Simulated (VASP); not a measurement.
# BP (F-43m) in VASP: further runs

Runs on BP. Level: PBE. Tasks: single point, relaxation of cell and atoms.

All numbers are computed with VASP 6.6.1; they aren't measurements. Logs are shortened: lines on timing, memory, paths and dates and some standing lists are left out, and cuts for length are marked.

### 1 The cell of the first run

The structure is cubic, space group F-43m (No. 216). Conventional cell: a = 4.548 Å, b = 4.548 Å, c = 4.548 Å, α = 90.00°, β = 90.00°, γ = 90.00°. B (site symmetry -43m) has 4 P at 1.97 Å within 2.6 Å. Within 2.6 Å of P (site symmetry -43m) lie 4 B at 1.97 Å.

### 2 Single point, PBE

INCAR

```
SYSTEM = BP
  PREC = Accurate
  ENCUT = 520
  EDIFF = 1E-7
  ISMEAR = 0
  SIGMA = 0.01
  LREAL = .FALSE.
  LASPH = .TRUE.
  NELM = 80
  ALGO = Normal
  ISIF = 2
  LWAVE = .FALSE.
  LCHARG = .FALSE.
  GGA = PE
  NBANDS = 11
```

KPOINTS

```
regular mesh
0
G
  10 10 10
  0 0 0
```

POSCAR

```
BP
1.0
    0.0000000000      2.2741519382      2.2741519382
    2.2741519382      0.0000000000      2.2741519382
    2.2741519382      2.2741519382      0.0000000000
B P
1 1
Direct
    0.0000000000      0.0000000000      0.0000000000
    0.2500000000      0.2500000000      0.2500000000
```

Potentials or basis: VASP PAW PBE potentials, release 64 (B, P).

On the command line:

```bash
$ cat potpaw_PBE.64/B/POTCAR potpaw_PBE.64/P/POTCAR > POTCAR
$ mpirun -np 1 vasp_std > vasp.out
```

OUTCAR:

```text
SYSTEM = BP
   PREC = Accurate
   ENCUT = 520
   EDIFF = 1E-7
   ISMEAR = 0
   LREAL = .FALSE.
   LASPH = .TRUE.
   NELM = 80
   ISIF = 2
   GGA = PE

 ion  position               nearest neighbor table
   1  0.000  0.000  0.000-   2 1.97   2 1.97   2 1.97   2 1.97
   2  0.250  0.250  0.250-   1 1.97   1 1.97   1 1.97   1 1.97

  LATTYP: Found a face centered cubic cell.
 ALAT       =     4.5483038764

  Lattice vectors:

 A1 = (   0.0000000000,   2.2741519382,   2.2741519382)
 A2 = (   2.2741519382,   0.0000000000,   2.2741519382)
 A3 = (   2.2741519382,   2.2741519382,   0.0000000000)

Analysis of symmetry for initial positions (statically):
=====================================================================
 Subroutine PRICEL returns:
 Original cell was already a primitive cell.

 Routine SETGRP: Setting up the symmetry group for a
 face centered cubic supercell.

 Subroutine GETGRP returns: Found 24 space group operations
 (whereof 24 operations were pure point group operations)
 out of a pool of 48 trial point group operations.

The static configuration has the point symmetry T_d .

Analysis of symmetry for dynamics (positions and initial velocities):
=====================================================================
 Subroutine PRICEL returns:
 Original cell was already a primitive cell.

 Routine SETGRP: Setting up the symmetry group for a
 face centered cubic supercell.

 Subroutine GETGRP returns: Found 24 space group operations
 (whereof 24 operations were pure point group operations)
 out of a pool of 48 trial point group operations.

The dynamic configuration has the point symmetry T_d .

 Subroutine INISYM returns: Found 24 space group operations
 (whereof 24 operations are pure point group operations),
 and found     1 'primitive' translations

----------------------------------------------------------------------------------------

                                     Primitive cell

  volume of cell :      23.5228

  direct lattice vectors                    reciprocal lattice vectors
     0.000000000  2.274151938  2.274151938    -0.219862179  0.219862179  0.219862179
     2.274151938  0.000000000  2.274151938     0.219862179 -0.219862179  0.219862179
     2.274151938  2.274151938  0.000000000     0.219862179  0.219862179 -0.219862179

  length of vectors
     3.216136514  3.216136514  3.216136514     0.380812464  0.380812464  0.380812464

  position of ions in fractional coordinates (direct lattice)
     0.000000000  0.000000000  0.000000000
     0.250000000  0.250000000  0.250000000

  ion indices of the primitive-cell ions
   primitive index   ion index
                 1           1
                 2           2

----------------------------------------------------------------------------------------

 KPOINTS: regular mesh

Automatic generation of k-mesh.
 Grid dimensions read from file:
 generate k-points for:   10   10   10

 Generating k-lattice:

  Cartesian coordinates                     Fractional coordinates (reciprocal lattice)
    -0.021986218  0.021986218  0.021986218     0.100000000  0.000000000  0.000000000
     0.021986218 -0.021986218  0.021986218     0.000000000  0.100000000  0.000000000
     0.021986218  0.021986218 -0.021986218     0.000000000  0.000000000  0.100000000

  Length of vectors
     0.038081246  0.038081246  0.038081246

  Shift w.r.t. Gamma in fractional coordinates (k-lattice)
     0.000000000  0.000000000  0.000000000

 Subroutine IBZKPT returns following result:
 ===========================================

 Found     47 irreducible k-points:

 Following reciprocal coordinates:
            Coordinates               Weight
  0.000000  0.000000  0.000000      1.000000
  0.100000  0.000000  0.000000      8.000000
  0.200000  0.000000  0.000000      8.000000
  0.300000  0.000000  0.000000      8.000000
  0.400000  0.000000  0.000000      8.000000
  0.500000  0.000000  0.000000      4.000000
[... 16 lines left out ...]
  0.300000  0.300000  0.000000      6.000000
  0.400000  0.300000  0.000000     24.000000
 [... further k-points ...]
   k-points           NKPTS =     47   k-points in BZ     NKDIM =     47   number of bands    NBANDS=     11
   number of dos      NEDOS =    301   number of ions     NIONS =      2
   total plane-waves  NPLWV =  13824
   dimension x,y,z NGX =    24 NGY =   24 NGZ =   24
   dimension x,y,z NGXF=    48 NGYF=   48 NGZF=   48
   ions per type =               1   1
   NGX,Y,Z   is equivalent  to a cutoff of  12.41, 12.41, 12.41 a.u.
   NGXF,Y,Z  is equivalent  to a cutoff of  24.81, 24.81, 24.81 a.u.
 SYSTEM =  BP
   PREC   = accura    normal or accurate (medium, high low for compatibility)
   ISTART =      0    job   : 0-new  1-cont  2-samecut
   ICHARG =      2    charge: 1-file 2-atom 10-const
   ISPIN  =      1    spin polarized calculation?
   LNONCOLLINEAR =      F non collinear calculations
   LSORBIT =      F    spin-orbit coupling
   LASPH  =      T    aspherical Exc in radial PAW
   ENCUT  =  520.0 eV  38.22 Ry    6.18 a.u.   5.98  5.98  5.98*2*pi/ulx,y,z
   NELM   =     80;   NELMIN=  2; NELMDL= -5     # of ELM steps
   EDIFF  = 0.1E-06   stopping-criterion for ELM
   LREAL  =      F    real-space projection
   EDIFFG = 0.1E-05   stopping-criterion for IOM
   NSW    =      0    number of steps for IOM
   IBRION =     -1    ionic relax: 0-MD 1-quasi-New 2-CG
   NFREE  =      0    steps in history (QN), initial steepest desc. (CG)
   ISIF   =      2    stress and relaxation
   ISYM   =      2    0-nonsym 1-usesym 2-fastsym
   POTIM  = 0.5000    time-step for ionic-motion
   TEBEG  =    0.0;   TEEND  =   0.0 temperature during run
   PSTRESS=    0.0 pullay stress
   NELECT =       8.0000    total number of electrons
   NUPDOWN=      -1.0000    fix difference up-down
   EMIN   =  10.00;   EMAX   =-10.00  energy-range for DOS
   EFERMI =   0.00;   METHOD = LEGACY
   ISMEAR =     0;   SIGMA  =   0.01  broadening in eV -4-tet -1-fermi 0-gaus
   EFERMI_NEDOS =   21; number of points for ismear=-14 and -15
   IALGO  =     38    algorithm
   IMIX   =      4    mixing-type and parameters
     AMIX     =   0.40;   BMIX     =  1.00
     AMIX_MAG =   1.60;   BMIX_MAG =  1.00
  volume/ion in A,a.u.               =      11.76        79.37
  Fermi-wavevector in a.u.,A,eV,Ry     =   1.142726  2.159439 17.766789  1.305822
  Thomas-Fermi vector in A             =   2.279423
   LORBIT       =      0    0 simple, 1 ext, 2 COOP (PROOUT), +10 PAW based schemes
   GGA     = PE    functional components
   LHFCALC =     F    Hartree Fock is set to
   AEXX    =    0.0000 exact exchange contribution
   IVDW    =     0    specifies the selected vdW correction
   LEPSILON=     F    determine dielectric tensor
   LRPA    =     F    only Hartree local field effects (RPA)
 non-spin polarized calculation
 Gauss-broadening in eV      SIGMA  =   0.01
  energy-cutoff  :      520.00
  volume of cell :       23.52
 maximum number of plane-waves:       644
   NGX = 11   NGY = 11   NGZ = 11

 number of electron       8.0000000 magnetization

 Free energy of the ion-electron system (eV)
  ---------------------------------------------------
  ext. energy  EPLUGINS =         0.00000000
  ---------------------------------------------------
  free energy    TOTEN  =       -12.93089782 eV

  energy without entropy =      -12.93089782  energy(sigma->0) =      -12.93089782

 E-fermi :   7.4760     XC(G=0): -10.8779

 val. band max:        7.3525323933   @ k =   0.0000   0.0000   0.0000
 cond. band min:       8.6010671721   @ k =   0.4000   0.4000   0.0000
 fundamental gap:      1.2485347788
 Fermi energy:         7.4759526745

 k-point     1 :       0.0000    0.0000    0.0000
  band No.  band energies     occupation
      1      -8.0473      2.00000
      2       7.3525      2.00000
      3       7.3525      2.00000
      4       7.3525      2.00000
      5      10.7433      0.00000
      6      10.7433      0.00000
      7      10.7433      0.00000
      8      14.6234      0.00000
      9      18.8198      0.00000
     10      19.4619      0.00000
     11      19.4619      0.00000

 k-point     2 :       0.1000    0.0000    0.0000
  band No.  band energies     occupation
      1      -7.8681      2.00000
      2       6.0553      2.00000
      3       7.0595      2.00000
      4       7.0595      2.00000
      5      11.1490      0.00000
      6      11.1490      0.00000
      7      11.1731      0.00000
      8      15.1516      0.00000
      9      18.7823      0.00000
     10      18.7823      0.00000
     11      19.3848      0.00000

 k-point     3 :       0.2000    0.0000    0.0000
  band No.  band energies     occupation
      1      -7.3376      2.00000
      2       3.7238      2.00000
      3       6.5033      2.00000
      4       6.5033      2.00000
      5      11.3587      0.00000
      6      11.8661      0.00000
      7      11.8661      0.00000
      8      16.3443      0.00000
      9      18.1840      0.00000
     10      18.1840      0.00000
     11      20.2424      0.00000

 k-point     4 :       0.3000    0.0000    0.0000
  band No.  band energies     occupation
      1      -6.4859      2.00000
      2       1.3762      2.00000
      3       6.0164      2.00000
      4       6.0164      2.00000
      5      11.2578      0.00000
      6      12.1987      0.00000
      7      12.1987      0.00000
      8      17.2832      0.00000
      9      18.7534      0.00000
     10      18.7534      0.00000
     11      20.4950      0.00000
[... 239 lines left out ...]
 k-point    22 :      -0.2000    0.2000    0.0000
  band No.  band energies     occupation
      1      -6.1962      2.00000
      2       2.1198      2.00000
      3       3.2072      2.00000
      4       6.1146      2.00000
      5      11.8103      0.00000
      6      12.6511      0.00000
      7      13.7102      0.00000
      8      15.6443      0.00000
      9      16.8497      0.00000
     10      20.9193      0.00000
     11      23.0681      0.00000

 k-point    23 :       0.3000    0.3000    0.0000
  band No.  band energies     occupation
      1      -5.9451      2.00000
      2       2.5268      2.00000
      3       4.1517      2.00000
      4       4.1517      2.00000
      5       8.8821      0.00000
      6      11.2657      0.00000
      7      16.1751      0.00000
      8      16.1751      0.00000
      9      20.3234      0.00000
     10      21.7067      0.00000
     11      23.8067      0.00000

 k-point    24 :       0.4000    0.3000    0.0000
  band No.  band energies     occupation
      1      -5.1257      2.00000
      2       1.2072      2.00000
      3       3.3295      2.00000
      4       3.8586      2.00000
      5       9.1694      0.00000
      6      10.9776      0.00000
      7      16.7820      0.00000
      8      16.7972      0.00000
      9      21.2739      0.00000
     10      22.5758      0.00000
     11      24.3140      0.00000

 [... further k-points ...]
[... 5 lines left out ...]
  --------------------------------------------------------------------------------------
  -------------------------------------------------------------------------------------
  Total       -0.0311872     -0.0311872     -0.0311872     -0.0000000     -0.0000000     -0.0000000
  in kB       -2.1242151     -2.1242151     -2.1242151     -0.0000000     -0.0000000     -0.0000000
  external PRESSURE =      -2.1242151 kB  Pullay stress =       0.0000000 kB

 VOLUME and BASIS-vectors are now :
 -----------------------------------------------------------------------------
  energy-cutoff  :      520.00
  volume of cell :       23.52
      direct lattice vectors                 reciprocal lattice vectors
     0.000000000  2.274151938  2.274151938    -0.219862179  0.219862179  0.219862179
     2.274151938  0.000000000  2.274151938     0.219862179 -0.219862179  0.219862179
     2.274151938  2.274151938  0.000000000     0.219862179  0.219862179 -0.219862179

 POSITION                                       TOTAL-FORCE (eV/Angst)
 -----------------------------------------------------------------------------------
      0.00000      0.00000      0.00000        -0.000000     -0.000000     -0.000000
      1.13708      1.13708      1.13708         0.000000      0.000000      0.000000
 -----------------------------------------------------------------------------------
    total drift:                                0.000000      0.000000      0.000000

  FREE ENERGIE OF THE ION-ELECTRON SYSTEM (eV)
  ---------------------------------------------------
  free  energy   TOTEN  =       -12.9308978246 eV

  energy  without entropy=      -12.9308978246  energy(sigma->0) =      -12.93089782
```

It took 9.1 s on 1 thread of Intel Xeon Platinum 8375C at 2.90GHz (Ice Lake), shared host; peak memory 0.13 GiB.

What came out:

```
Free energy            : -12.9309 eV
Pressure               : -0.2 GPa
Band gap on the k mesh : 1.25 eV, indirect (least direct gap 3.39 eV)
```

A k mesh can miss the band edges. Expect the measured gap to be larger: semilocal functionals such as PBE lack the derivative discontinuity.

### 3 Relaxation of cell and atoms, PBE

This run uses another cell than the first one, of 11.68 Å³/atom, 0.993 times its volume.

INCAR

```
ALGO = Normal
EDIFF = 1E-6
EDIFFG = -0.001
ENCUT = 600
GGA = PE
IBRION = 2
ISIF = 3
ISMEAR = 0
LASPH = T
LCHARG = F
LREAL = F
LWAVE = F
NELM = 100
NSW = 80
PREC = Accurate
SIGMA = 0.01
```

KPOINTS

```
k-points
0
Gamma
  10 10 10
```

POSCAR

```
BP
1.0
    0.0000000000      2.2690000000      2.2690000000
    2.2690000000      0.0000000000      2.2690000000
    2.2690000000      2.2690000000      0.0000000000
B P
1 1
Direct
    0.0000000000      0.0000000000      0.0000000000
    0.2500000000      0.2500000000      0.2500000000
```

Potentials or basis: VASP PAW PBE potentials, release 64 (B, P).

On the command line:

```bash
$ cat potpaw_PBE.64/B/POTCAR potpaw_PBE.64/P/POTCAR > POTCAR
$ mpirun -np 1 vasp_std > vasp.out
```

Run time: 22 s. Hardware: 1 thread of Intel Xeon Platinum 8375C at 2.90GHz (Ice Lake), shared host; peak memory 0.15 GiB.

Results (log left out):

| Item | Value |
| --- | --- |
| Free energy | -12.9324 eV |
| Relaxed volume | 11.75 Å³/atom |
| Relaxed cell | a = 3.215 Å, b = 3.215 Å, c = 3.215 Å, α = 60.00°, β = 60.00°, γ = 60.00° |
| Space group after relaxing (to 0.05 Å) | F-43m (No. 216) |
| Energy gained by relaxing | 0.2 meV/atom |
| Ionic steps | 3 |
| Pressure after relaxing | 0.0 GPa |
| Band gap on the k mesh | 1.25 eV, indirect (least direct gap 3.39 eV) |

Step by step:
| step | energy change (eV) | largest force (eV/Å) | pressure (GPa) | volume (Å³) |
| --- | --- | --- | --- | --- |
| 1 | 0.0000 | 0.0000 | 0.90 | 23.36 |
| 2 | -0.0002 | 0.0000 | -0.63 | 23.58 |
| 3 | -0.0004 | 0.0000 | 0.01 | 23.49 |

Final structure:
```
B P
1.0
     0.00000    2.27313    2.27313
     2.27313    0.00000    2.27313
     2.27313    2.27313    0.00000
B P
1 1
Direct
  0.00000 0.00000 0.00000
  0.25000 0.25000 0.25000
```

Levels at points of the mesh, in eV from the valence-band top:
| k point | band 1 | band 2 | band 3 | band 4 | band 5 | band 6 | band 7 | band 8 |
| --- | --- | --- | --- | --- | --- | --- | --- | --- |
| (0.00, 0.00, 0.00) | -15.41 | 0.00 | 0.00 | 0.00 | 3.39 | 3.39 | 3.39 | 7.29 |
| (0.50, 0.00, 0.00) | -12.11 | -8.99 | -1.75 | -1.75 | 3.75 | 4.71 | 4.71 | 10.11 |
| (0.50, 0.50, 0.00) | -10.59 | -8.55 | -4.09 | -4.09 | 1.34 | 1.66 | 12.07 | 12.07 |

A k mesh can miss the band edges. Zero-point motion and thermal expansion aren't in these numbers.
